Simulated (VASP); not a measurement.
# SnO in VASP: single point with LDA

Aim: the single point of SnO with LDA.

Program: VASP 6.6.1. These are calculated values, not measurements. Logs are shortened: lines on timing, memory, paths and dates and some standing lists are left out, and cuts for length are marked.

### Step 1. The cell of the first run

The typed cell holds 8 atoms: a = 3.362 Å, b = 3.362 Å, c = 11.779 Å, α = 90.00°, β = 90.00°, γ = 96.07°.

### Step 2. Single point, LDA

INCAR reads:

```
PREC     = Accurate       # precision mode
ENCUT    = 600            # plane-wave cutoff, eV
EDIFF    = 1E-6           # SCF threshold, eV
ISMEAR   = 0              # smearing method
SIGMA    = 0.02           # smearing width, eV
LREAL    = F              # projectors in reciprocal space
LASPH    = T              # aspherical terms in the spheres
NELM     = 120            # most SCF steps
ALGO     = Normal         # electronic algorithm
ISIF     = 2              # what is computed and relaxed
LWAVE    = F              # write WAVECAR
LCHARG   = F              # write CHGCAR
NBANDS   = 50             # bands
GGA_COMPAT= F
```

KPOINTS reads:

```
Automatic mesh
0
Gamma
  12 12 4
```

POSCAR reads:

```
SnO
1.0
    2.2480337107     -2.4999018436      0.0000000000
    2.2480337107      2.4999018436      0.0000000000
    0.0000000000      0.0000000000     11.7792023835
Sn O
4 4
Direct
    0.0618411677      0.9381588323     -0.0026791297
    0.9381588323      0.0618411677      0.4973208703
    0.4380698673      0.5619301327      0.2319091903
    0.5619301327      0.4380698673      0.7319091903
    0.4777865236      0.5222134764      0.0517967310
    0.5222134764      0.4777865236      0.5517967310
    1.0221243927     -0.0221243927      0.1774322084
   -0.0221243927      1.0221243927      0.6774322084
```

Potentials or basis: VASP PAW LDA potentials, release 64 (Sn_d, O).

Started as:

```sh
> cat potpaw_LDA.64/Sn_d/POTCAR potpaw_LDA.64/O/POTCAR > POTCAR
> mpirun -np 1 vasp_std > vasp.out
```

OUTCAR:

```text
PREC = Accurate
   ENCUT = 600
   EDIFF = 1E-6
   ISMEAR = 0
   LREAL = F
   LASPH = T
   NELM = 120
   ISIF = 2

 ion  position               nearest neighbor table
   1  0.062  0.938  0.997-   7 2.13   5 2.18   5 2.38   5 2.38   3 3.34   3 3.62   3 3.62
   2  0.938  0.062  0.497-   8 2.13   6 2.18   6 2.38   6 2.38   4 3.34   4 3.62   4 3.62
   3  0.438  0.562  0.232-   5 2.13   7 2.18   7 2.38   7 2.38   1 3.34   1 3.62   1 3.62
   4  0.562  0.438  0.732-   6 2.13   8 2.18   8 2.38   8 2.38   2 3.34   2 3.62   2 3.62
   5  0.478  0.522  0.052-   3 2.13   1 2.18   1 2.38   1 2.38
   6  0.522  0.478  0.552-   4 2.13   2 2.18   2 2.38   2 2.38
   7  0.022  0.978  0.177-   1 2.13   3 2.18   3 2.38   3 2.38
   8  0.978  0.022  0.677-   2 2.13   4 2.18   4 2.38   4 2.38

  LATTYP: Found a base centered orthorhombic cell.
 ALAT       =     4.4960674214
 B/A-ratio  =     1.1120393043
 C/A-ratio  =     2.6198900682

  Lattice vectors:

 A1 = (   2.2480337107,  -2.4999018436,   0.0000000000)
 A2 = (   2.2480337107,   2.4999018436,   0.0000000000)
 A3 = (   0.0000000000,   0.0000000000,  11.7792023835)

Analysis of symmetry for initial positions (statically):
=====================================================================
 Subroutine PRICEL returns:
 Original cell was already a primitive cell.

 Routine SETGRP: Setting up the symmetry group for a
 base centered orthorhombic supercell.

 Subroutine GETGRP returns: Found  4 space group operations
 (whereof  2 operations were pure point group operations)
 out of a pool of  8 trial point group operations.

The static configuration has the point symmetry C_1h.
 The point group associated with its full space group is C_2v.

Analysis of symmetry for dynamics (positions and initial velocities):
=====================================================================
 Subroutine PRICEL returns:
 Original cell was already a primitive cell.

 Routine SETGRP: Setting up the symmetry group for a
 base centered orthorhombic supercell.

 Subroutine GETGRP returns: Found  4 space group operations
 (whereof  2 operations were pure point group operations)
 out of a pool of  8 trial point group operations.

The dynamic configuration has the point symmetry C_1h.
 The point group associated with its full space group is C_2v.

 Subroutine INISYM returns: Found  4 space group operations
 (whereof  2 operations are pure point group operations),
 and found     1 'primitive' translations

----------------------------------------------------------------------------------------

                                     Primitive cell

  volume of cell :     132.3950

  direct lattice vectors                    reciprocal lattice vectors
     2.248033711 -2.499901844  0.000000000     0.222416593 -0.200007853  0.000000000
     2.248033711  2.499901844  0.000000000     0.222416593  0.200007853  0.000000000
     0.000000000  0.000000000 11.779202383     0.000000000  0.000000000  0.084895392

  length of vectors
     3.362017964  3.362017964 11.779202383     0.299119177  0.299119177  0.084895392

  position of ions in fractional coordinates (direct lattice)
     0.061841168  0.938158832  0.997320870
     0.938158832  0.061841168  0.497320870
     0.438069867  0.561930133  0.231909190
     0.561930133  0.438069867  0.731909190
     0.477786524  0.522213476  0.051796731
     0.522213476  0.477786524  0.551796731
     0.022124393  0.977875607  0.177432208
     0.977875607  0.022124393  0.677432208

  ion indices of the primitive-cell ions
   primitive index   ion index
                 1           1
                 2           2
                 3           3
                 4           4
                 5           5
                 6           6
                 7           7
                 8           8

----------------------------------------------------------------------------------------

 KPOINTS: Automatic mesh

Automatic generation of k-mesh.
 Grid dimensions read from file:
 generate k-points for:   12   12    4

 Generating k-lattice:

  Cartesian coordinates                     Fractional coordinates (reciprocal lattice)
     0.018534716 -0.016667321  0.000000000     0.083333333  0.000000000  0.000000000
     0.018534716  0.016667321  0.000000000     0.000000000  0.083333333  0.000000000
     0.000000000  0.000000000  0.021223848     0.000000000  0.000000000  0.250000000

  Length of vectors
     0.024926598  0.024926598  0.021223848

  Shift w.r.t. Gamma in fractional coordinates (k-lattice)
     0.000000000  0.000000000  0.000000000

 Subroutine IBZKPT returns following result:
 ===========================================

 Found    129 irreducible k-points:

 Following reciprocal coordinates:
            Coordinates               Weight
  0.000000  0.000000  0.000000      1.000000
  0.083333 -0.000000  0.000000      4.000000
  0.166667  0.000000  0.000000      4.000000
  0.250000 -0.000000  0.000000      4.000000
  0.333333 -0.000000  0.000000      4.000000
  0.416667  0.000000  0.000000      4.000000
[... 16 lines left out ...]
  0.500000  0.166667  0.000000      4.000000
 -0.416667  0.166667  0.000000      4.000000
 [... further k-points ...]
   k-points           NKPTS =    129   k-points in BZ     NKDIM =    129   number of bands    NBANDS=     50
   number of dos      NEDOS =    301   number of ions     NIONS =      8
   total plane-waves  NPLWV =  75264
   dimension x,y,z NGX =    28 NGY =   28 NGZ =   96
   dimension x,y,z NGXF=    56 NGYF=   56 NGZF=  192
   ions per type =               4   4
   NGX,Y,Z   is equivalent  to a cutoff of  13.85, 13.85, 13.55 a.u.
   NGXF,Y,Z  is equivalent  to a cutoff of  27.69, 27.69, 27.10 a.u.
 SYSTEM =  unknown system
   PREC   = accura    normal or accurate (medium, high low for compatibility)
   ISTART =      0    job   : 0-new  1-cont  2-samecut
   ICHARG =      2    charge: 1-file 2-atom 10-const
   ISPIN  =      1    spin polarized calculation?
   LNONCOLLINEAR =      F non collinear calculations
   LSORBIT =      F    spin-orbit coupling
   LASPH  =      T    aspherical Exc in radial PAW
   ENCUT  =  600.0 eV  44.10 Ry    6.64 a.u.   6.71  6.71 23.53*2*pi/ulx,y,z
   NELM   =    120;   NELMIN=  2; NELMDL= -5     # of ELM steps
   EDIFF  = 0.1E-05   stopping-criterion for ELM
   LREAL  =      F    real-space projection
   EDIFFG = 0.1E-04   stopping-criterion for IOM
   NSW    =      0    number of steps for IOM
   IBRION =     -1    ionic relax: 0-MD 1-quasi-New 2-CG
   NFREE  =      0    steps in history (QN), initial steepest desc. (CG)
   ISIF   =      2    stress and relaxation
   ISYM   =      2    0-nonsym 1-usesym 2-fastsym
   POTIM  = 0.5000    time-step for ionic-motion
   TEBEG  =    0.0;   TEEND  =   0.0 temperature during run
   PSTRESS=    0.0 pullay stress
   NELECT =      80.0000    total number of electrons
   NUPDOWN=      -1.0000    fix difference up-down
   EMIN   =  10.00;   EMAX   =-10.00  energy-range for DOS
   EFERMI =   0.00;   METHOD = LEGACY
   ISMEAR =     0;   SIGMA  =   0.02  broadening in eV -4-tet -1-fermi 0-gaus
   EFERMI_NEDOS =   21; number of points for ismear=-14 and -15
   IALGO  =     38    algorithm
   IMIX   =      4    mixing-type and parameters
     AMIX     =   0.40;   BMIX     =  1.00
     AMIX_MAG =   1.60;   BMIX_MAG =  1.00
  volume/ion in A,a.u.               =      16.55       111.68
  Fermi-wavevector in a.u.,A,eV,Ry     =   1.384037  2.615450 26.062743  1.915558
  Thomas-Fermi vector in A             =   2.508579
   LORBIT       =      0    0 simple, 1 ext, 2 COOP (PROOUT), +10 PAW based schemes
   GGA     = CA    functional components
   LHFCALC =     F    Hartree Fock is set to
   AEXX    =    0.0000 exact exchange contribution
   IVDW    =     0    specifies the selected vdW correction
   LEPSILON=     F    determine dielectric tensor
   LRPA    =     F    only Hartree local field effects (RPA)
 non-spin polarized calculation
 Gauss-broadening in eV      SIGMA  =   0.02
  energy-cutoff  :      600.00
  volume of cell :      132.40
 maximum number of plane-waves:      4450
   NGX = 13   NGY = 13   NGZ = 47

 number of electron      79.9999985 magnetization

 Free energy of the ion-electron system (eV)
  ---------------------------------------------------
  ext. energy  EPLUGINS =         0.00000000
  ---------------------------------------------------
  free energy    TOTEN  =       -50.35630273 eV

  energy without entropy =      -50.35630273  energy(sigma->0) =      -50.35630273

 E-fermi :   6.8494     XC(G=0): -11.0138

 val. band max:        6.7595608489   @ k =   0.0000   0.0000   0.0000
 cond. band min:       7.9894309933   @ k =   0.3333  -0.0000   0.0000
 fundamental gap:      1.2298701444
 Fermi energy:         6.8493664012

 k-point     1 :       0.0000    0.0000    0.0000
  band No.  band energies     occupation
      1     -14.3927      2.00000
      2     -14.3822      2.00000
      3     -14.1620      2.00000
      4     -14.1616      2.00000
      5     -14.1563      2.00000
      6     -14.1553      2.00000
[... 42 lines left out ...]
     49      14.3269      0.00000
     50      14.8456      0.00000

 k-point     2 :       0.0833   -0.0000    0.0000
  band No.  band energies     occupation
      1     -14.3906      2.00000
      2     -14.3811      2.00000
      3     -14.1571      2.00000
      4     -14.1528      2.00000
      5     -14.1518      2.00000
      6     -14.1464      2.00000
[... 42 lines left out ...]
     49      13.9812      0.00000
     50      14.2098      0.00000

 k-point     3 :       0.1667    0.0000    0.0000
  band No.  band energies     occupation
      1     -14.3863      2.00000
      2     -14.3795      2.00000
      3     -14.1473      2.00000
      4     -14.1435      2.00000
      5     -14.1300      2.00000
      6     -14.1240      2.00000
[... 1102 lines left out ...]
     49      12.7939      0.00000
     50      13.6961      0.00000

 k-point    24 :      -0.4167    0.1667    0.0000
  band No.  band energies     occupation
      1     -14.4187      2.00000
      2     -14.4152      2.00000
      3     -14.2862      2.00000
      4     -14.2827      2.00000
      5     -14.0486      2.00000
      6     -14.0446      2.00000
[... 42 lines left out ...]
     49      12.9856      0.00000
     50      13.6600      0.00000

 [... further k-points ...]

------------------------ aborting loop because EDIFF is reached ----------------------------------------

  FORCE on cell =-STRESS in cart. coord.  units (eV):
  Direction    XX          YY          ZZ          XY          YZ          ZX
  --------------------------------------------------------------------------------------
  -------------------------------------------------------------------------------------
  Total        0.2133193      0.3096909      0.5175992      0.0000000      0.0000000      0.0000000
  in kB        2.5814816      3.7477218      6.2637227      0.0000000      0.0000000      0.0000000
  external PRESSURE =       4.1976420 kB  Pullay stress =       0.0000000 kB

 VOLUME and BASIS-vectors are now :
 -----------------------------------------------------------------------------
  energy-cutoff  :      600.00
  volume of cell :      132.40
      direct lattice vectors                 reciprocal lattice vectors
     2.248033711 -2.499901844  0.000000000     0.222416593 -0.200007853  0.000000000
     2.248033711  2.499901844  0.000000000     0.222416593  0.200007853  0.000000000
     0.000000000  0.000000000 11.779202383     0.000000000  0.000000000  0.084895392

 POSITION                                       TOTAL-FORCE (eV/Angst)
 -----------------------------------------------------------------------------------
      2.24803      2.19071     11.74764         0.000000      0.041699     -0.129649
      2.24803     -2.19071      5.85804         0.000000     -0.041699     -0.129649
      2.24803      0.30964      2.73171         0.000000     -0.041747      0.129568
      2.24803     -0.30964      8.62131         0.000000      0.041747      0.129568
      2.24803      0.11106      0.61012         0.000000     -0.041429     -0.011420
      2.24803     -0.11106      6.49973         0.000000      0.041429     -0.011420
      2.24803      2.38928      2.09001         0.000000      0.041482      0.011501
      2.24803     -2.38928      7.97961         0.000000     -0.041482      0.011501
 -----------------------------------------------------------------------------------
    total drift:                               -0.000000      0.000000     -0.000002

  FREE ENERGIE OF THE ION-ELECTRON SYSTEM (eV)
  ---------------------------------------------------
  free  energy   TOTEN  =       -50.3563027257 eV

  energy  without entropy=      -50.3563027257  energy(sigma->0) =      -50.35630273
```

It took 29 min on 1 thread of Intel Xeon 8259CL, shared host; peak memory 0.76 GiB.

What came out:

* Free energy: -50.3563 eV
* Pressure: 0.4 GPa
* Largest force: 0.136 eV/Å
* Band gap on the k mesh: 1.23 eV (least direct gap 1.64 eV)

Forces on the atoms (eV/Å):
```
Sn   0.000  0.042 -0.130
Sn   0.000 -0.042 -0.130
Sn   0.000 -0.042  0.130
Sn   0.000  0.042  0.130
O    0.000 -0.041 -0.011
O    0.000  0.041 -0.011
O    0.000  0.041  0.012
O    0.000 -0.041  0.012
```

Caveat: spin-orbit coupling is left out, which moves the levels of the heavy elements. A k mesh can miss the band edges.
